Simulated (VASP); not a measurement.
# Ca2P3 (P4/mbm) in VASP: notebook, part 2 of 2

VASP 6.6.1.

### Step 6. Relaxation of cell and atoms, PBE

This run uses another cell than the first one, of 21.88 Å³/atom.

The input, INCAR:

```
ALGO = Normal
EDIFF = 1E-7
EDIFFG = -0.04
ENCUT = 600
GGA = PE
IBRION = 2
ISIF = 3
ISMEAR = 0
LASPH = T
LCHARG = F
LREAL = F
LWAVE = F
NELM = 60
NSW = 90
PREC = Accurate
SIGMA = 0.1
```

The input, KPOINTS:

```
k-points
0
Gamma
  4 4 4
```

The input, POSCAR:

```
Ca2P3
1.0
    7.4773878957      0.0000000000      0.0000000000
    0.0000000000      7.4773878957      0.0000000000
    0.0000000000      0.0000000000      3.9125999060
Ca P
4 6
Direct
    0.3562701867      0.8562701867      0.0000000000
    0.1437298133      0.3562701867      0.0000000000
    0.6437298133      0.1437298133      0.0000000000
    0.8562701867      0.6437298133      0.0000000000
    0.0000000000      0.0000000000      0.0000000000
    0.5000000000      0.5000000000      0.0000000000
    0.1716721096      0.6716721096      0.5000000000
    0.3283278904      0.1716721096      0.5000000000
    0.8283278904      0.3283278904      0.5000000000
    0.6716721096      0.8283278904      0.5000000000
```

Potentials or basis: VASP PAW PBE potentials, release 64 (Ca_sv, P).

On the command line:

```console
> cat potpaw_PBE.64/Ca_sv/POTCAR potpaw_PBE.64/P/POTCAR > POTCAR
> mpirun -np 1 vasp_std > vasp.out
```

OUTCAR:

```text
EDIFF = 1E-7
   EDIFFG = -0.04
   ENCUT = 600
   GGA = PE
   IBRION = 2
   ISIF = 3
   ISMEAR = 0
   LASPH = T
   LREAL = F
   NELM = 60
   NSW = 90
   PREC = Accurate

 ion  position               nearest neighbor table
   1  0.356  0.856  0.000-   7 2.76   7 2.76   5 2.87   6 2.87   3 3.04
   2  0.144  0.356  0.000-   8 2.76   8 2.76   5 2.87   6 2.87   4 3.04
   3  0.644  0.144  0.000-   9 2.76   9 2.76   5 2.87   6 2.87   1 3.04
   4  0.856  0.644  0.000-  10 2.76  10 2.76   5 2.87   6 2.87   2 3.04
   5  0.000  0.000  0.000-   1 2.87   2 2.87   3 2.87   4 2.87
   6  0.500  0.500  0.000-   1 2.87   2 2.87   3 2.87   4 2.87
   7  0.172  0.672  0.500-   1 2.76   1 2.76
   8  0.328  0.172  0.500-   2 2.76   2 2.76
   9  0.828  0.328  0.500-   3 2.76   3 2.76
  10  0.672  0.828  0.500-   4 2.76   4 2.76

  LATTYP: Found a simple tetragonal cell.
 ALAT       =     7.4773878957
 C/A-ratio  =     0.5232575815

  Lattice vectors:

 A1 = (   7.4773878957,   0.0000000000,   0.0000000000)
 A2 = (   0.0000000000,   7.4773878957,   0.0000000000)
 A3 = (   0.0000000000,   0.0000000000,   3.9125999060)

Analysis of symmetry for initial positions (statically):
=====================================================================
 Subroutine PRICEL returns:
 Original cell was already a primitive cell.

 Routine SETGRP: Setting up the symmetry group for a
[... 172 lines left out ...]

 number of electron      70.0000009 magnetization

 Free energy of the ion-electron system (eV)
  ---------------------------------------------------
  ext. energy  EPLUGINS =         0.00000000
  ---------------------------------------------------
  free energy    TOTEN  =       -41.95653391 eV

  energy without entropy =      -41.92619046  energy(sigma->0) =      -41.94136218

------------------------ aborting loop because EDIFF is reached ----------------------------------------

  FORCE on cell =-STRESS in cart. coord.  units (eV):
  Direction    XX          YY          ZZ          XY          YZ          ZX
  --------------------------------------------------------------------------------------
  -------------------------------------------------------------------------------------
  Total        0.1187050      0.1187050      0.2659354      0.0000000      0.0000000      0.0000000
  in kB        0.8693894      0.8693894      1.9476973      0.0000000      0.0000000      0.0000000
  external PRESSURE =       1.2288254 kB  Pullay stress =       0.0000000 kB
[... 75 lines left out ...]
--------------------------------------- Ionic step        3  -------------------------------------------

 number of electron      70.0000011 magnetization

 Free energy of the ion-electron system (eV)
  ---------------------------------------------------
  ext. energy  EPLUGINS =         0.00000000
  ---------------------------------------------------
  free energy    TOTEN  =       -41.95763581 eV

  energy without entropy =      -41.92648072  energy(sigma->0) =      -41.94205826

 E-fermi :   3.9566     XC(G=0):  -9.7130

 val. band max:        3.8982969395   @ k =   0.2500   0.0000   0.2500
 cond. band min:       3.9980218153   @ k =   0.2500   0.0000   0.2500
 fundamental gap:      0.0997248758
 Fermi energy:         3.9565715480

 k-point     1 :       0.0000    0.0000    0.0000
  band No.  band energies     occupation
      1     -35.5994      2.00000
      2     -35.5918      2.00000
      3     -35.5471      2.00000
      4     -35.5471      2.00000
      5     -16.9851      2.00000
      6     -16.9200      2.00000
[... 836 lines left out ...]
  FREE ENERGIE OF THE ION-ELECTRON SYSTEM (eV)
  ---------------------------------------------------
  free  energy   TOTEN  =       -41.9576358076 eV

  energy  without entropy=      -41.9264807163  energy(sigma->0) =      -41.94205826

 reached required accuracy - stopping structural energy minimisation
```

Wall time 7.3 min (1 thread of AMD EPYC 7R43 (Zen 3), shared host); peak memory 0.4 GiB.

What came out:

```yaml
Free_energy: -41.9576 eV
Relaxed_volume: 21.99 Å³/atom
Relaxed_cell: a = 7.487 Å, b = 7.487 Å, c = 3.924 Å, α = 90.00°, β = 90.00°, γ = 90.00°
Space_group_after_relaxing_to_0.1_Å: P4/mbm (No. 127)
Energy_gained_by_relaxing: 0.1 meV/atom
Ionic_steps: 3
Pressure_after_relaxing: -0.1 GPa
Largest_force_after_relaxing: 0.029 eV/Å
Band_gap_on_the_k_mesh: zero (bands 35 and 36 overlap by 1.10 eV)
```

Forces in eV/Å, atoms in the order of the input:
```
Ca  -0.020 -0.020  0.000
Ca   0.020 -0.020  0.000
Ca   0.020  0.020  0.000
Ca  -0.020  0.020  0.000
P    0.000  0.000  0.000
P    0.000  0.000  0.000
P   -0.019 -0.019  0.000
P    0.019 -0.019  0.000
P    0.019  0.019  0.000
P   -0.019  0.019  0.000
```

The path:
| step | energy change (eV) | largest force (eV/Å) | pressure (GPa) | volume (Å³) |
| --- | --- | --- | --- | --- |
| 1 | 0.0000 | 0.0512 | 0.12 | 218.76 |
| 2 | -0.0008 | 0.0410 | 0.02 | 219.29 |
| 3 | -0.0011 | 0.0290 | -0.11 | 219.93 |

Final structure:
```
Ca P
1.0
     7.48682    0.00000    0.00000
     0.00000    7.48682    0.00000
     0.00000    0.00000    3.92365
Ca P
4 6
Direct
  0.35576 0.85576 0.00000
  0.14424 0.35576 0.00000
  0.64424 0.14424 0.00000
  0.85576 0.64424 0.00000
  0.00000 0.00000 0.00000
  0.50000 0.50000 0.00000
  0.17158 0.67158 0.50000
  0.32842 0.17158 0.50000
  0.82842 0.32842 0.50000
  0.67158 0.82842 0.50000
```

Levels at points of the mesh, in eV from the Fermi level:
| k point | band 32 | band 33 | band 34 | band 35 | band 36 | band 37 |
| --- | --- | --- | --- | --- | --- | --- |
| (0.00, 0.00, 0.00) | -0.34 | -0.34 | -0.27 | -0.27 | -0.09 | 0.07 |
| (0.50, 0.00, 0.00) | -0.49 | -0.34 | -0.34 | 0.87 | 0.87 | 0.92 |
| (0.50, 0.50, 0.00) | -0.89 | -0.41 | -0.41 | 0.27 | 0.27 | 1.33 |
| (0.00, 0.00, 0.50) | -1.47 | -1.47 | -0.24 | 0.41 | 0.41 | 0.46 |
| (0.50, 0.00, 0.50) | -0.63 | -0.54 | -0.54 | -0.10 | -0.10 | -0.07 |
| (0.50, 0.50, 0.50) | -1.15 | -1.06 | -1.06 | -0.23 | -0.23 | 0.43 |

Caveat: the k points lie up to 0.40 Å⁻¹ apart in the final cell, too coarse for converged energies and pressures of a metal.

### Step 7. Overview

```tsv
task	cell	k mesh	cutoff (eV)	gap on the mesh (eV)	pressure (GPa)	relaxed volume (Å³/atom)	largest force (eV/Å)
single point	a = 7.977, b = 7.977, c = 4.007 Å, 10 atoms, atomic positions A	2 × 2 × 4	520	none	-6.6	-	2.30
single point	a = 7.477, b = 7.477, c = 3.913 Å, 10 atoms, atomic positions B	2 × 2 × 4	520	none	0.1	-	0.03
single point	a = 7.470, b = 7.470, c = 3.926 Å, 10 atoms, atomic positions C	4 × 4 × 4	520	none	0.2	-	0.02
relaxation of cell and atoms	relaxed from a = 7.977, b = 7.977, c = 4.007 Å, 10 atoms, atomic positions A	2 × 2 × 4	600	none	0.1	21.91	0.02
relaxation of cell and atoms	relaxed from a = 7.477, b = 7.477, c = 3.913 Å, 10 atoms, atomic positions B	4 × 4 × 4	600	none	-0.1	21.99	0.03
```

Alike in all rows: level PBE; potentials or basis VASP PAW PBE potentials, release 64 (Ca_sv, P); no spin polarisation; smearing gaussian 0.1 eV.

Caveats: all runs use coarse meshes; forces of over 1 eV/Å act on the atoms, so gaps and moduli don't describe the material at rest (at least some runs).

Absolute energies hang on the potentials; compare differences alone.
